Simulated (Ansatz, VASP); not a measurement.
**InAs in VASP and in Ansatz**

```
In As
1.0
     0.00000    2.87503    2.87503
     2.87503    0.00000    2.87503
     2.87503    2.87503    0.00000
In As
1 1
Direct
  0.00000 0.00000 0.00000
  0.50000 0.50000 0.50000
```

Alike in both runs: functional PBE; k mesh 13 × 13 × 13; occupations fermi-dirac, width 0.05 eV; no spin polarisation.

Ansatz relaxed the structure, and its values are those at the end. VASP's run is a single point on that final structure, the one shown.

|  | VASP | Ansatz |
| --- | --- | --- |
| version | VASP 6.6.1 | Ansatz 0.2.0 |
| potentials or method | VASP PAW PBE potentials, release 64 (In_d, As) | PAW with Ansatz's default frozen-core files, scalar-relativistic |
| plane-wave cutoff (eV) | 520 | 420 |
| valence electrons in the cell | 18 | 28 |

```tsv
	VASP	Ansatz	Ansatz less VASP
pressure (GPa)	0.0	0.0	-0.04
```

VASP's potentials hold 18 valence electrons a cell and Ansatz's 28, so a difference there can come from the potentials and not from the codes.
